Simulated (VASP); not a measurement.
# HCl (I4/mmm) in VASP: single point with HSE06

Aim: the single point of HCl with HSE06.

Everything below comes from runs of VASP 6.6.1. Logs are shortened: lines on timing, memory, paths and dates and some standing lists are left out, and cuts for length are marked.

### Step 1. The cell of the first run

Symmetry: I4/mmm, No. 139, tetragonal system. Conventional cell: a = 4.820 Å, b = 4.820 Å, c = 3.061 Å, α = 90.00°, β = 90.00°, γ = 90.00°. Within 2.0 Å of H (site symmetry 4/mmm) lie 2 Cl at 1.53 Å. Within 2.0 Å of Cl (site symmetry 4/mmm) lie 2 H at 1.53 Å.

### Step 2. Single point, HSE06

Input file POSCAR:

```
HCl
1.0
    0.0000000000      3.4081898358      3.4083410983
    1.5304107753      0.0000000000      3.4083410983
    1.5304107753      3.4081898358      0.0000000000
H Cl
1 1
Direct
    0.0000000000      0.0000000000      0.0000000000
    0.5000000000      0.5000000000      0.5000000000
```

Input file INCAR.step1:

```
SYSTEM = HCl
PREC     = Accurate       ! precision mode
ENCUT    = 520            ! plane-wave cutoff, eV
EDIFF    = 1E-5           ! SCF threshold, eV
ISMEAR   = 0              ! smearing method
SIGMA    = 0.01           ! smearing width, eV
LREAL    = .FALSE.        ! projectors in reciprocal space
LASPH    = .TRUE.         ! aspherical terms in the spheres
NELM     = 100            ! most SCF steps
ALGO     = Normal         ! electronic algorithm
ISIF     = 2              ! what is computed and relaxed
LWAVE    = .TRUE.         ! write WAVECAR
LCHARG   = .FALSE.        ! write CHGCAR
NBANDS   = 11             ! bands
GGA      = PE             ! functional
```

Input file INCAR.step2:

```
SYSTEM = HCl
PREC     = Accurate       ! precision mode
ENCUT    = 520            ! plane-wave cutoff, eV
EDIFF    = 1E-7           ! SCF threshold, eV
ISMEAR   = 0              ! smearing method
SIGMA    = 0.01           ! smearing width, eV
LREAL    = .FALSE.        ! projectors in reciprocal space
LASPH    = .TRUE.         ! aspherical terms in the spheres
NELM     = 100            ! most SCF steps
ALGO     = Normal         ! electronic algorithm
ISIF     = 2              ! what is computed and relaxed
LWAVE    = .FALSE.        ! write WAVECAR
LCHARG   = .FALSE.        ! write CHGCAR
GGA      = PE             ! functional
LHFCALC  = .TRUE.         ! exact exchange
HFSCREEN = 0.2079         ! screening, 1/A
PRECFOCK = Normal       
NBANDS   = 11             ! bands
ISTART   = 1
```

Input file KPOINTS:

```
Automatic mesh
0
G
  4 4 4
  0 0 0
```

Potentials or basis: VASP PAW PBE potentials, release 64 (H, Cl).

On the command line:

```bash
$ cat potpaw_PBE.64/H/POTCAR potpaw_PBE.64/Cl/POTCAR > POTCAR
$ cp INCAR.step1 INCAR
$ mpirun -np 1 vasp_std > vasp.out
$ cp INCAR.step2 INCAR
$ mpirun -np 1 vasp_std > vasp.out
```

OUTCAR:

```text
SYSTEM = HCl
   PREC = Accurate
   ENCUT = 520
   EDIFF = 1E-7
   ISMEAR = 0
   LREAL = .FALSE.
   LASPH = .TRUE.
   NELM = 100
   ISIF = 2
   GGA = PE
   LHFCALC = .TRUE.
   HFSCREEN = 0.2079
   PRECFOCK = Normal
   ISTART = 1

 ion  position               nearest neighbor table
   1  0.000  0.000  0.000-   2 1.53   2 1.53
   2  0.500  0.500  0.500-   1 1.53   1 1.53

  LATTYP: Found a face centered orthorhombic cell.
 ALAT       =     3.0608215506
 B/A-ratio  =     2.2269771559
 C/A-ratio  =     2.2270759938

  Lattice vectors:

 A1 = (   0.0000000000,   3.4081898358,   3.4083410983)
 A2 = (   1.5304107753,   0.0000000000,   3.4083410983)
 A3 = (   1.5304107753,   3.4081898358,   0.0000000000)

Analysis of symmetry for initial positions (statically):
=====================================================================
 Subroutine PRICEL returns:
 Original cell was already a primitive cell.

 Routine SETGRP: Setting up the symmetry group for a
 face centered orthorhombic supercell.

 Subroutine GETGRP returns: Found  8 space group operations
 (whereof  8 operations were pure point group operations)
 out of a pool of  8 trial point group operations.

The static configuration has the point symmetry D_2h.

Analysis of symmetry for dynamics (positions and initial velocities):
=====================================================================
 Subroutine PRICEL returns:
 Original cell was already a primitive cell.

 Routine SETGRP: Setting up the symmetry group for a
 face centered orthorhombic supercell.

 Subroutine GETGRP returns: Found  8 space group operations
 (whereof  8 operations were pure point group operations)
 out of a pool of  8 trial point group operations.

The dynamic configuration has the point symmetry D_2h.

 Subroutine INISYM returns: Found  8 space group operations
 (whereof  8 operations are pure point group operations),
 and found     1 'primitive' translations

----------------------------------------------------------------------------------------

                                     Primitive cell

  volume of cell :      35.5553

  direct lattice vectors                    reciprocal lattice vectors
     0.000000000  3.408189836  3.408341098    -0.326709670  0.146705443  0.146698932
     1.530410775  0.000000000  3.408341098     0.326709670 -0.146705443  0.146698932
     1.530410775  3.408189836  0.000000000     0.326709670  0.146705443 -0.146698932

  length of vectors
     4.820015249  3.736167312  3.736029322     0.387017148  0.387017148  0.387017148

[... 90 lines left out ...]
   IALGO  =     38    algorithm
   IMIX   =      1    mixing-type and parameters
     AMIX     =   0.40;   BMIX     =  1.00
     AMIX_MAG =   1.60;   BMIX_MAG =  1.00
  volume/ion in A,a.u.               =      17.78       119.97
  Fermi-wavevector in a.u.,A,eV,Ry     =   0.995718  1.881635 13.489567  0.991455
  Thomas-Fermi vector in A             =   2.127758
   LORBIT       =      0    0 simple, 1 ext, 2 COOP (PROOUT), +10 PAW based schemes
   GGA     = PE    functional components
   LHFCALC =     T    Hartree Fock is set to
   PRECFOCK=normal    Normal, Fast or Accurate (Low or Medium for compatibility)
   ENCUT4O =  -1.0   cutoff for four orbital integrals eV
   NKREDX  =     1    reduce k-point grid by
   NKREDY  =     1    reduce k-point grid by
   NKREDZ  =     1    reduce k-point grid by
   AEXX    =    0.2500 exact exchange contribution
   HFSCREEN=    0.2079 screening length (either q_TF or 0.3 A-1)
   HFSCREENC=   0.2079 screening length for correlation (either q_TF or 0.3 A-1)
   ENCUTFOCK=  -1.0 apply spherical cutoff to Coloumb kernel
   IVDW    =     0    specifies the selected vdW correction
   LEPSILON=     F    determine dielectric tensor
   LRPA    =     F    only Hartree local field effects (RPA)
 non-spin polarized calculation
 Gauss-broadening in eV      SIGMA  =   0.01
  energy-cutoff  :      520.00
  volume of cell :       35.56
 maximum number of plane-waves:       972
  NGX = 28; NGY = 24; NGZ = 24

 number of electron       8.0000000 magnetization

 Free energy of the ion-electron system (eV)
  ---------------------------------------------------
  ext. energy  EPLUGINS =         0.00000000
  ---------------------------------------------------
  free energy    TOTEN  =        -6.73752605 eV

  energy without entropy =       -6.73752605  energy(sigma->0) =       -6.73752605

 E-fermi :  -3.0044     XC(G=0):  -6.2861

 val. band max:       -3.0472311085   @ k =   0.5000   0.5000   0.0000
 cond. band min:       0.9705724197   @ k =   0.0000   0.5000   0.5000
 fundamental gap:      4.0178035282
 Fermi energy:        -3.0044012509

 k-point     1 :       0.0000    0.0000    0.0000
  band No.  band energies     occupation
      1     -18.8824      2.00000
      2      -3.2469      2.00000
      3      -3.2467      2.00000
      4      -3.0837      2.00000
      5       1.5177      0.00000
      6       5.5467      0.00000
      7       9.6183      0.00000
      8      15.3598      0.00000
      9      15.3600      0.00000
     10      16.4403      0.00000
     11      16.7360      0.00000
[... 225 lines left out ...]
 k-point    18 :       0.0000    0.5000    0.5000
  band No.  band energies     occupation
      1     -18.3870      2.00000
      2      -4.8094      2.00000
      3      -4.8092      2.00000
      4      -3.3984      2.00000
      5       0.9706      0.00000
      6       6.5975      0.00000
      7      14.0650      0.00000
      8      14.0656      0.00000
      9      17.7304      0.00000
     10      17.7308      0.00000
     11      18.4149      0.00000

------------------------ aborting loop because EDIFF is reached ----------------------------------------

  FORCE on cell =-STRESS in cart. coord.  units (eV):
  Direction    XX          YY          ZZ          XY          YZ          ZX
  --------------------------------------------------------------------------------------
  -------------------------------------------------------------------------------------
  Total        0.2288342      0.2894643      0.2893667      0.0000000      0.0000000      0.0000000
  in kB       10.3116160     13.0436991     13.0393020      0.0000000      0.0000000      0.0000000
  external PRESSURE =      12.1315390 kB  Pullay stress =       0.0000000 kB

 VOLUME and BASIS-vectors are now :
 -----------------------------------------------------------------------------
  energy-cutoff  :      520.00
  volume of cell :       35.56
      direct lattice vectors                 reciprocal lattice vectors
     0.000000000  3.408189836  3.408341098    -0.326709670  0.146705443  0.146698932
     1.530410775  0.000000000  3.408341098     0.326709670 -0.146705443  0.146698932
     1.530410775  3.408189836  0.000000000     0.326709670  0.146705443 -0.146698932

 POSITION                                       TOTAL-FORCE (eV/Angst)
 -----------------------------------------------------------------------------------
      0.00000      0.00000      0.00000        -0.000000      0.000000      0.000000
      1.53041      3.40819      3.40834         0.000000      0.000000     -0.000000
 -----------------------------------------------------------------------------------
    total drift:                               -0.000000     -0.000000     -0.000000

  FREE ENERGIE OF THE ION-ELECTRON SYSTEM (eV)
  ---------------------------------------------------
  free  energy   TOTEN  =        -6.7375260467 eV

  energy  without entropy=       -6.7375260467  energy(sigma->0) =       -6.73752605
```

OUTCAR.step1:

```text
SYSTEM = HCl
   PREC = Accurate
   ENCUT = 520
   EDIFF = 1E-5
   ISMEAR = 0
   LREAL = .FALSE.
   LASPH = .TRUE.
[... 466 lines left out ...]
      0.00000      0.00000      0.00000         0.000000      0.000000      0.000000
      1.53041      3.40819      3.40834        -0.000000      0.000000      0.000000
 -----------------------------------------------------------------------------------
    total drift:                                0.000000      0.000000      0.000000

  FREE ENERGIE OF THE ION-ELECTRON SYSTEM (eV)
  ---------------------------------------------------
  free  energy   TOTEN  =        -5.4199146583 eV

  energy  without entropy=       -5.4199146583  energy(sigma->0) =       -5.41991466
```

OSZICAR.step1:

```text
N       E                     dE             d eps       ncg     rms          rms(c)
DAV:   1     0.313708830166E+02    0.31371E+02   -0.32432E+03   396   0.573E+02
DAV:   2    -0.352802151631E+01   -0.34899E+02   -0.33597E+02   527   0.120E+02
DAV:   3    -0.546613288176E+01   -0.19381E+01   -0.19336E+01   491   0.280E+01
DAV:   4    -0.548033391494E+01   -0.14201E-01   -0.14199E-01   497   0.288E+00
DAV:   5    -0.548048149511E+01   -0.14758E-03   -0.14758E-03   491   0.285E-01    0.414E+00
DAV:   6    -0.541723758204E+01    0.63244E-01   -0.14722E-01   475   0.177E+00    0.278E+00
DAV:   7    -0.541791699694E+01   -0.67941E-03   -0.69544E-02   459   0.134E+00    0.106E+00
DAV:   8    -0.541986512613E+01   -0.19481E-02   -0.57513E-03   454   0.457E-01    0.110E-01
DAV:   9    -0.541987072638E+01   -0.56002E-05   -0.12173E-04   502   0.740E-02    0.372E-02
DAV:  10    -0.541991540926E+01   -0.44683E-04   -0.47162E-05   454   0.488E-02    0.705E-03
DAV:  11    -0.541991465830E+01    0.75096E-06   -0.95046E-07   277   0.665E-03
   1 F= -.54199147E+01 E0= -.54199147E+01  d E =-.570653E-73
```

Run time: 3.9 min. Hardware: 1 thread of AMD EPYC 7R43 (Zen 3), shared host; peak memory 0.23 GiB.

What came out:

* Free energy: -6.7375 eV
* Pressure: 1.2 GPa
* Band gap on the k mesh: 4.02 eV, indirect (least direct gap 4.31 eV)

Stress tensor (GPa, compression positive):
```
1.03 0.00 0.00
0.00 1.30 0.00
0.00 0.00 1.30
```

Caveat: the k points lie up to 0.61 Å⁻¹ apart; the PAW data sets were made with another functional, which shifts forces and pressure a little. A k mesh can miss the band edges.
